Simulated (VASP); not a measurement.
Set up this calculation in VASP 6.6.1, as the native input.

| Property | Result |
| --- | --- |
| Task | single point |
| Functional | PBEsol |
| Potentials or basis | VASP PAW PBE potentials, release 64 (Tl_d) |
| Cutoff | 520 eV |
| k mesh | 10 × 10 × 10 |
| Occupations | fermi-dirac, width 0.1 eV |
| Spin | no spin polarisation |
| Dipole correction | no |
| Further INCAR settings | ALGO = Normal; EDIFF = 1e-06; NBANDS = 20 |

The structure of Tl lies in POSCAR:

```
Tl
1.0
    0.0000000000      3.2575461766      3.2575461766
    3.2575461766      0.0000000000      3.2575461766
    3.2575461766      3.2575461766      0.0000000000
Tl
2
Direct
   -0.1250000000     -0.1250000000     -0.1250000000
    0.1250000000      0.1250000000      0.1250000000
```

This isn't the form of Tl at room conditions, which is hcp.

These files were run (other wordings do the same):

INCAR

```
ALGO = Normal
EDIFF = 1E-6
ENCUT = 520
GGA = PS
ISIF = 2
ISMEAR = -1
LASPH = T
LCHARG = F
LREAL = F
LWAVE = F
NBANDS = 20
NELM = 100
PREC = Accurate
SIGMA = 0.1
```

KPOINTS

```
k-points
0
Gamma
  10 10 10
```

Potentials or basis: VASP PAW PBE potentials, release 64 (Tl_d).

Command:

```bash
$ cat potpaw_PBE.64/Tl_d/POTCAR > POTCAR
$ mpirun -np 1 vasp_std > vasp.out
```

Results of the run:

The pressure is 4.8 GPa and the band gap on the k mesh is zero (bands 13 and 14 overlap by 4.17 eV).

Caveat: the cell stands under pressure; the PAW data sets were made with another functional, which shifts forces and pressure a little; spin-orbit coupling is left out, which moves the levels of the heavy elements.

It took 26 s on 1 thread of AMD EPYC 9R45 (Zen 5) (shared host), peak memory 0.19 GiB.
